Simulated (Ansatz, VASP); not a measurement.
# One calculation of ScAlN2, two programs

```
Sc Al N
1.0
     1.55765    0.89931    5.03265
    -1.55765    0.89931    5.03265
     0.00000   -1.79862    5.03265
Sc Al N
1 1 2
Direct
  0.00000 0.00000 0.00000
  0.50000 0.50000 0.50000
  0.24355 0.24355 0.24355
  0.75645 0.75645 0.75645
```

Alike in both runs: task single point; functional PBE; k mesh 8 × 8 × 8; no spin polarisation.

```csv
,VASP,Ansatz
version,VASP 6.6.1,Ansatz 0.2.0
potentials or method,"VASP PAW PBE potentials, release 64 (Sc_sv, Al, N)","plane waves, PAW"
plane-wave cutoff (eV),520,420
occupations,"gaussian, width 0.01 eV",fixed
valence electrons in the cell,24,24
```

```tsv
	VASP	Ansatz	Ansatz less VASP
gap on the k mesh at the Fermi level (eV)	0.86	0.88	+0.017
pressure (GPa)	-10.9	-11.4	-0.46
traceless stress, the component that is largest in VASP (GPa)	0.05	0.00	-0.052
rms of the force components (eV/Å)	0.015	0.040	+0.0244
```

Atom by atom the forces differ by 0.024 eV/Å (rms over components).
